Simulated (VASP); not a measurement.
# Li (P1) in VASP: a series of runs, part 2 of 3

VASP 6.6.1. Earlier steps stand in the parts before.

### 3 Single point, PBE

File INCAR:

```
  PREC = Accurate
  ENCUT = 520
  EDIFF = 1E-6
  ISMEAR = -1
  SIGMA = 0.11
  LREAL = Auto
  LASPH = T
  NELM = 100
  ALGO = Normal
  ISIF = 2
  LWAVE = F
  LCHARG = F
  GGA = PE
  NBANDS = 38
```

File KPOINTS:

```
regular mesh
0
Gamma
  2 2 2
```

File POSCAR:

```
Li
1.0
    7.3128730000      0.0000000000      0.0000000000
    0.0000000000      7.3128730000      0.0000000000
    0.0000000000      0.0000000000      7.3128730000
Li
16
Direct
    0.0650906969      0.0775755302      0.1112558635
    0.5123567714      0.0318752972     -0.0868331776
   -0.0141667987      0.5031127985     -0.0116780368
    0.1338461642     -0.0136061436      0.4973695017
    0.3538554546      0.3412612252      0.1880245972
    0.5584809144      0.5051229524     -0.0622053740
    0.4734937965     -0.0766319885      0.4461584387
    0.7733485868      0.3177684065      0.2945764271
   -0.0278549894      0.4833804717      0.5765586248
    0.1955045575      0.6751792353      0.3275046620
    0.2434474112      0.2692101996      0.8080271598
    0.5215186972      0.5210264147      0.5842710519
    0.6653335837      0.7387383864      0.2138284092
    0.7453978758      0.1689623216      0.6681095104
    0.2210895772      0.7697932126      0.8989353432
    0.7471892374      0.8185702117      0.6656891211
```

Potentials or basis: VASP PAW PBE potentials, release 64 (Li_sv).

Started as:

```console
cat potpaw_PBE.64/Li_sv/POTCAR > POTCAR
mpirun -np 1 vasp_std > vasp.out
```

OUTCAR:

```text
PREC = Accurate
   ENCUT = 520
   EDIFF = 1E-6
   ISMEAR = -1
   LREAL = Auto
   LASPH = T
   NELM = 100
   ISIF = 2
   GGA = PE

 ion  position               nearest neighbor table
   1  0.065  0.078  0.111-
   2  0.512  0.032  0.913-
   3  0.986  0.503  0.988-
   4  0.134  0.986  0.497-   7 2.55
   5  0.354  0.341  0.188-
   6  0.558  0.505  0.938-  12 2.60
   7  0.473  0.923  0.446-   4 2.55  13 2.58
   8  0.773  0.318  0.295-
   9  0.972  0.483  0.577-
  10  0.196  0.675  0.328-
  11  0.243  0.269  0.808-
  12  0.522  0.521  0.584-   6 2.60
  13  0.665  0.739  0.214-   7 2.58
  14  0.745  0.169  0.668-  16 2.56
  15  0.221  0.770  0.899-
  16  0.747  0.819  0.666-  14 2.56

  LATTYP: Found a simple cubic cell.
 ALAT       =     7.3128730000

  Lattice vectors:

 A1 = (   7.3128730000,   0.0000000000,   0.0000000000)
 A2 = (   0.0000000000,   7.3128730000,   0.0000000000)
[... 187 lines left out ...]

 val. band max:       -0.0684740555   @ k =   0.0000   0.5000   0.5000
 cond. band min:       0.0066546050   @ k =   0.0000   0.5000   0.5000
 fundamental gap:      0.0751286606
 Fermi energy:        -0.0469472927

 k-point     1 :       0.0000    0.0000    0.0000
  band No.  band energies     occupation
      1     -47.0926      2.00000
      2     -47.0423      2.00000
      3     -47.0102      2.00000
      4     -46.9334      2.00000
      5     -46.9231      2.00000
      6     -46.8666      2.00000
[... 301 lines left out ...]
     35       2.7551      0.00000
     36       3.0397      0.00000
 [bands above 36 left out]

------------------------ aborting loop because EDIFF is reached ----------------------------------------

  FORCE on cell =-STRESS in cart. coord.  units (eV):
  Direction    XX          YY          ZZ          XY          YZ          ZX
  --------------------------------------------------------------------------------------
  -------------------------------------------------------------------------------------
  Total       -2.5718888     -1.3914646     -2.4090949      0.5958116      0.6094621     -1.2577095
  in kB      -10.5365560     -5.7005748     -9.8696191      2.4409309      2.4968543     -5.1526048
  external PRESSURE =      -8.7022500 kB  Pullay stress =       0.0000000 kB

 VOLUME and BASIS-vectors are now :
 -----------------------------------------------------------------------------
  energy-cutoff  :      520.00
  volume of cell :      391.08
      direct lattice vectors                 reciprocal lattice vectors
     7.312873000  0.000000000  0.000000000     0.136745162  0.000000000  0.000000000
     0.000000000  7.312873000  0.000000000     0.000000000  0.136745162  0.000000000
     0.000000000  0.000000000  7.312873000     0.000000000  0.000000000  0.136745162

 POSITION                                       TOTAL-FORCE (eV/Angst)
 -----------------------------------------------------------------------------------
      0.47600      0.56730      0.81360        -0.227947     -0.144566     -0.053193
      3.74680      0.23310      6.67787        -0.020768     -0.097665      0.420488
      7.20927      3.67920      7.22747        -0.326572     -0.139983      0.106175
      0.97880      7.21337      3.63720        -0.555956      0.440455      0.409886
      2.58770      2.49560      1.37500        -0.088513     -0.165799      0.389796
      4.08410      3.69390      6.85797         0.194751     -0.002561     -0.050939
[... 8 lines left out ...]
      1.61680      5.62940      6.57380         0.253458     -0.006202     -0.323061
      5.46410      5.98610      4.86810         0.506414     -0.518368      0.229945
 -----------------------------------------------------------------------------------
    total drift:                                0.004411      0.008943      0.002331

  FREE ENERGIE OF THE ION-ELECTRON SYSTEM (eV)
  ---------------------------------------------------
  free  energy   TOTEN  =       -27.8275771537 eV

  energy  without entropy=      -27.4556813580  energy(sigma->0) =      -27.64162926
```

stdout:

```text
POSCAR found type information on POSCAR Li
 POSCAR found :  1 types and      16 ions
 scaLAPACK will be used
 LDA part: xc-table for (Slater+PW92), standard interpolation
 POSCAR, INCAR and KPOINTS ok, starting setup
 FFT: planning ... GRIDC
 FFT: planning ... GRID_SOFT
 FFT: planning ... GRID
 WAVECAR not read
 entering main loop
```

Run time: 2 min. Hardware: 1 thread of AMD EPYC 7R43 (Zen 3), shared host; peak memory 0.34 GiB.

What came out:

```
Free energy            : -27.8276 eV
Largest force          : 0.819 eV/Å
Band gap on the k mesh : zero (band 24 reaches 0.35 eV, above the bottom of band 25 at -0.29 eV)
```

Forces in eV/Å, atoms in the order of the input:
```
Li  -0.228 -0.145 -0.053
Li  -0.021 -0.098  0.420
Li  -0.327 -0.140  0.106
Li  -0.556  0.440  0.410
Li  -0.089 -0.166  0.390
Li   0.195 -0.003 -0.051
Li   0.043  0.481  0.091
Li  -0.158 -0.126 -0.158
Li   0.095  0.128  0.056
Li   0.039 -0.253 -0.385
Li  -0.022  0.046 -0.398
Li  -0.296 -0.088 -0.383
Li   0.388 -0.073 -0.032
Li   0.176  0.520  0.079
Li   0.253 -0.006 -0.323
Li   0.506 -0.518  0.230
```

Caveat: the k points lie up to 0.43 Å⁻¹ apart; the cutoff is under 1.25 times the usual one of these potentials, so pressure, stress and relaxed cells hold a basis-set (Pulay) error.

### 4 Single point, PBE

File INCAR:

```
PREC     = Accurate       # precision mode
ENCUT    = 520            # plane-wave cutoff, eV
EDIFF    = 1E-6           # SCF threshold, eV
ISMEAR   = -1             # smearing method
SIGMA    = 0.11           # smearing width, eV
LREAL    = Auto         
LASPH    = T              # aspherical terms in the spheres
NELM     = 100            # most SCF steps
ALGO     = Normal         # electronic algorithm
ISIF     = 2              # what is computed and relaxed
LWAVE    = F              # write WAVECAR
LCHARG   = F              # write CHGCAR
GGA      = PE             # functional
NBANDS   = 38             # bands
```

KPOINTS is that of step 3.

File POSCAR:

```
Li
1.0
    7.3128730000      0.0000000000      0.0000000000
    0.0000000000      7.3128730000      0.0000000000
    0.0000000000      0.0000000000      7.3128730000
Li
16
Direct
    0.0345828514      0.0466711236      0.2137190130
    0.4035076228     -0.0326410701     -0.0223031359
   -0.0490231404      0.3790712624     -0.0059484145
    0.0872570876     -0.0074799603      0.5862265077
    0.3636464082      0.2955883413      0.2376357418
    0.6341830359      0.5333745027     -0.1393569942
    0.3929372218     -0.0628207272      0.3160454174
    0.6922450315      0.3344923397      0.2456353337
   -0.0419944391      0.3825035660      0.6529718211
    0.0743073208      0.6153258781      0.3283114584
    0.3263696771      0.3598585672      0.8310276960
    0.4729331413      0.5282055356      0.4737399378
    0.7354565025      0.7984003004      0.2386886795
    0.6257185104      0.1815292020      0.6798422453
    0.1984719275      0.7175155373      0.8492284770
    0.7838095917      0.7529735577      0.7138781160
```

Started as:

```console
cat potpaw_PBE.64/Li_sv/POTCAR > POTCAR
mpirun -np 1 vasp_std > vasp.out
```

Wall time 1.9 min (1 thread of AMD EPYC 7R43 (Zen 3), shared host); peak memory 0.33 GiB.

The run converged. Its results:

- Free energy: -26.9002 eV
- Largest force: 0.979 eV/Å
- Band gap on the k mesh: zero (band 24 reaches 0.37 eV, above the bottom of band 25 at -0.25 eV)

Forces in eV/Å, atoms in the order of the input:
```
Li  -0.070  0.142 -0.346
Li   0.384  0.323 -0.348
Li   0.296  0.015  0.225
Li   0.137  0.198  0.109
Li  -0.835 -0.022 -0.331
Li  -0.475 -0.304  0.801
Li   0.037 -0.276  0.794
Li   0.535 -0.215  0.136
Li   0.088  0.134 -0.747
Li   0.140 -0.009 -0.019
Li  -0.336 -0.329 -0.009
Li  -0.020  0.535  0.580
Li  -0.022 -0.198 -0.143
Li   0.062 -0.314 -0.244
Li  -0.289 -0.338  0.039
Li   0.369  0.657 -0.498
```

Levels at points of the mesh, in eV from the Fermi level:
```tsv
k point	band 20	band 21	band 22	band 23	band 24	band 25	band 26	band 27
(0.00, 0.00, 0.00)	-0.98	-0.87	-0.85	-0.68	0.42	0.67	0.79	0.87
(0.50, 0.00, 0.00)	-0.64	-0.53	-0.38	-0.35	-0.23	-0.19	-0.14	1.06
(0.00, 0.50, 0.00)	-0.60	-0.55	-0.45	-0.40	-0.31	-0.18	-0.11	0.99
(0.00, 0.00, 0.50)	-0.59	-0.55	-0.49	-0.34	-0.28	-0.20	-0.14	1.11
(0.50, 0.50, 0.00)	-1.85	-0.21	-0.11	-0.05	0.08	0.11	0.27	0.53
(0.00, 0.50, 0.50)	-1.85	-0.27	-0.14	-0.03	0.10	0.16	0.20	0.43
(0.50, 0.00, 0.50)	-1.97	-0.22	-0.12	-0.01	0.04	0.22	0.34	0.51
(0.50, 0.50, 0.50)	-1.51	-1.45	-1.37	-1.31	-1.20	1.59	1.70	1.82
```

Caveat: the k points lie up to 0.43 Å⁻¹ apart; the cutoff is under 1.25 times the usual one of these potentials, so pressure, stress and relaxed cells hold a basis-set (Pulay) error.

### 5 Single point, PBE

File INCAR:

```
ALGO = Normal
EDIFF = 1E-7
ENCUT = 520
GGA = PE
ISIF = 2
ISMEAR = -1
LASPH = True
LCHARG = False
LREAL = Auto
LWAVE = False
NBANDS = 38
NELM = 100
PREC = Accurate
SIGMA = 0.11
```

File KPOINTS:

```
k-points
0
Gamma
  2 2 2
```

File POSCAR:

```
Li
1.0
    7.3128730000      0.0000000000      0.0000000000
    0.0000000000      7.3128730000      0.0000000000
    0.0000000000      0.0000000000      7.3128730000
Li
16
Direct
    0.0125668803      0.0244910584      0.1130745741
    0.5042067598     -0.0540827114      0.0284976917
   -0.1586517365      0.4276841674     -0.0533169385
    0.0142625204      0.0275131265      0.7589903448
    0.2479053034      0.2718493812      0.2256705402
    0.4430406490      0.5738237215      0.0856571692
    0.3469361494     -0.0472728024      0.4094423628
    0.5995044629      0.2698392273      0.2687862896
   -0.0223988575      0.3579851585      0.4489206910
    0.1388100135      0.6803208534      0.2878348906
    0.2830077864      0.2674051635      0.7809516178
    0.4319095929      0.5157890750      0.5097996369
    0.7300003706      0.7449602913      0.3137344242
    0.7161344112      0.1559715313      0.6821942621
    0.1938089175      0.6240912429      0.8629303422
    0.6784474447      0.6529991701      0.6779825111
```

Potentials or basis: VASP PAW PBE potentials, release 64 (Li_sv).

Started as:

```console
cat potpaw_PBE.64/Li_sv/POTCAR > POTCAR
mpirun -np 1 vasp_std > vasp.out
```

OUTCAR:

```text
EDIFF = 1E-7
   ENCUT = 520
   GGA = PE
   ISIF = 2
   ISMEAR = -1
   LASPH = True
   LREAL = Auto
   NELM = 100
   PREC = Accurate

 ion  position               nearest neighbor table
   1  0.013  0.024  0.113-   4 2.59
   2  0.504  0.946  0.028-
   3  0.841  0.428  0.947-
   4  0.014  0.028  0.759-  14 2.44   1 2.59
   5  0.248  0.272  0.226-   8 2.59
   6  0.443  0.574  0.086-  15 2.47
   7  0.347  0.953  0.409-
   8  0.600  0.270  0.269-   5 2.59
   9  0.978  0.358  0.449-
  10  0.139  0.680  0.288-
  11  0.283  0.267  0.781-
  12  0.432  0.516  0.510-  16 2.40
  13  0.730  0.745  0.314-
  14  0.716  0.156  0.682-   4 2.44
  15  0.194  0.624  0.863-   6 2.47
  16  0.678  0.653  0.678-  12 2.40

  LATTYP: Found a simple cubic cell.
 ALAT       =     7.3128730000

  Lattice vectors:

 A1 = (   7.3128730000,   0.0000000000,   0.0000000000)
 A2 = (   0.0000000000,   7.3128730000,   0.0000000000)
 A3 = (   0.0000000000,   0.0000000000,   7.3128730000)

Analysis of symmetry for initial positions (statically):
=====================================================================
 Subroutine PRICEL returns:
 Original cell was already a primitive cell.

 Routine SETGRP: Setting up the symmetry group for a
 simple cubic supercell.

 Subroutine GETGRP returns: Found  1 space group operations
 (whereof  1 operations were pure point group operations)
 out of a pool of 48 trial point group operations.

The static configuration has the point symmetry C_1 .

Analysis of symmetry for dynamics (positions and initial velocities):
=====================================================================
 Subroutine PRICEL returns:
 Original cell was already a primitive cell.

 Routine SETGRP: Setting up the symmetry group for a
 simple cubic supercell.
[... 136 lines left out ...]
     AMIX_MAG =   1.60;   BMIX_MAG =  1.00
  volume/ion in A,a.u.               =      24.44       164.95
  Fermi-wavevector in a.u.,A,eV,Ry     =   0.813581  1.537444  9.005877  0.661913
  Thomas-Fermi vector in A             =   1.923332
   LORBIT       =      0    0 simple, 1 ext, 2 COOP (PROOUT), +10 PAW based schemes
   GGA     = PE    functional components
   LHFCALC =     F    Hartree Fock is set to
   AEXX    =    0.0000 exact exchange contribution
   IVDW    =     0    specifies the selected vdW correction
   LEPSILON=     F    determine dielectric tensor
   LRPA    =     F    only Hartree local field effects (RPA)
 non-spin polarized calculation
  energy-cutoff  :      520.00
  volume of cell :      391.08
 maximum number of plane-waves:     10568
   NGX = 27   NGY = 27   NGZ = 27

 number of electron      48.0000007 magnetization

 Free energy of the ion-electron system (eV)
  ---------------------------------------------------
  ext. energy  EPLUGINS =         0.00000000
  ---------------------------------------------------
  free energy    TOTEN  =       -27.66633299 eV

  energy without entropy =      -27.30708547  energy(sigma->0) =      -27.48670923

 E-fermi :  -0.0398     XC(G=0):  -6.5645

 val. band max:       -0.0796746811   @ k =   0.0000   0.0000   0.5000
 cond. band min:       0.0125954123   @ k =   0.0000   0.5000   0.5000
 fundamental gap:      0.0922700934
 Fermi energy:        -0.0397745706

 k-point     1 :       0.0000    0.0000    0.0000
  band No.  band energies     occupation
      1     -47.2726      2.00000
      2     -47.1632      2.00000
      3     -47.1592      2.00000
      4     -47.0431      2.00000
      5     -46.9558      2.00000
      6     -46.9490      2.00000
[... 301 lines left out ...]
     35       2.7489      0.00000
     36       2.7903      0.00000
 [bands above 36 left out]

------------------------ aborting loop because EDIFF is reached ----------------------------------------

  FORCE on cell =-STRESS in cart. coord.  units (eV):
  Direction    XX          YY          ZZ          XY          YZ          ZX
  --------------------------------------------------------------------------------------
  -------------------------------------------------------------------------------------
  Total       -0.1198130     -2.4252411     -3.3562448      1.1316380     -1.0746469      1.4732526
  in kB       -0.4908520     -9.9357672    -13.7499181      4.6361131     -4.4026308      6.0356454
  external PRESSURE =      -8.0588458 kB  Pullay stress =       0.0000000 kB

 VOLUME and BASIS-vectors are now :
 -----------------------------------------------------------------------------
  energy-cutoff  :      520.00
  volume of cell :      391.08
      direct lattice vectors                 reciprocal lattice vectors
     7.312873000  0.000000000  0.000000000     0.136745162  0.000000000  0.000000000
     0.000000000  7.312873000  0.000000000     0.000000000  0.136745162  0.000000000
     0.000000000  0.000000000  7.312873000     0.000000000  0.000000000  0.136745162

 POSITION                                       TOTAL-FORCE (eV/Angst)
 -----------------------------------------------------------------------------------
      0.09190      0.17910      0.82690        -0.291790     -0.093995      0.208147
      3.68720      6.91737      0.20840        -0.114582      0.165392     -0.244684
      6.15267      3.12760      6.92297         0.167690     -0.137515      0.343729
      0.10430      0.20120      5.55040         0.346457     -0.582937     -0.393022
      1.81290      1.98800      1.65030        -0.098073      0.186770     -0.340458
      3.23990      4.19630      0.62640         0.457569     -0.158471      0.126034
[... 8 lines left out ...]
      1.41730      4.56390      6.31050        -0.415250      0.384373     -0.380974
      4.96140      4.77530      4.95800         0.347018      0.351376      0.481485
 -----------------------------------------------------------------------------------
    total drift:                                0.000528     -0.018503      0.006613

  FREE ENERGIE OF THE ION-ELECTRON SYSTEM (eV)
  ---------------------------------------------------
  free  energy   TOTEN  =       -27.6663329869 eV

  energy  without entropy=      -27.3070854691  energy(sigma->0) =      -27.48670923
```

stdout:

```text
POSCAR found type information on POSCAR Li
 POSCAR found :  1 types and      16 ions
 scaLAPACK will be used
 LDA part: xc-table for (Slater+PW92), standard interpolation
 POSCAR, INCAR and KPOINTS ok, starting setup
 FFT: planning ... GRIDC
 FFT: planning ... GRID_SOFT
 FFT: planning ... GRID
 WAVECAR not read
 entering main loop
```

Wall time 2.6 min (1 thread of AMD EPYC 7R43 (Zen 3), shared host); peak memory 0.33 GiB.

Results:

- Free energy: -27.6663 eV
- Largest force: 0.832 eV/Å
- Band gap on the k mesh: zero (band 24 reaches 0.38 eV, above the bottom of band 25 at -0.29 eV)

Forces on the atoms (eV/Å):
```
Li  -0.292 -0.094  0.208
Li  -0.115  0.165 -0.245
Li   0.168 -0.138  0.344
Li   0.346 -0.583 -0.393
Li  -0.098  0.187 -0.340
Li   0.458 -0.158  0.126
Li   0.216  0.061  0.397
Li   0.569 -0.132  0.056
Li  -0.160  0.091  0.315
Li  -0.175 -0.151 -0.073
Li   0.317  0.001  0.110
Li  -0.456 -0.228 -0.239
Li   0.080  0.074 -0.163
Li  -0.789  0.169 -0.203
Li  -0.415  0.384 -0.381
Li   0.347  0.351  0.481
```

Levels at points of the mesh, in eV from the Fermi level:
```csv
k point,band 21,band 22,band 23,band 24,band 25,band 26
"(0.00, 0.00, 0.00)",-0.90,-0.79,-0.73,0.42,0.52,0.69
"(0.50, 0.00, 0.00)",-0.51,-0.46,-0.42,-0.37,-0.21,-0.10
"(0.00, 0.50, 0.00)",-0.52,-0.49,-0.41,-0.34,-0.17,-0.06
"(0.00, 0.00, 0.50)",-0.53,-0.49,-0.41,-0.32,-0.25,-0.04
"(0.50, 0.50, 0.00)",-0.32,-0.12,-0.08,0.13,0.18,0.28
"(0.00, 0.50, 0.50)",-0.21,-0.17,-0.05,0.05,0.12,0.34
"(0.50, 0.00, 0.50)",-0.27,-0.20,-0.05,0.10,0.21,0.30
"(0.50, 0.50, 0.50)",-1.45,-1.34,-1.25,-1.19,1.59,1.89
```

Caveat: the k points lie up to 0.43 Å⁻¹ apart; the cutoff is under 1.25 times the usual one of these potentials, so pressure, stress and relaxed cells hold a basis-set (Pulay) error.

(Continued in part 3 of 3.)
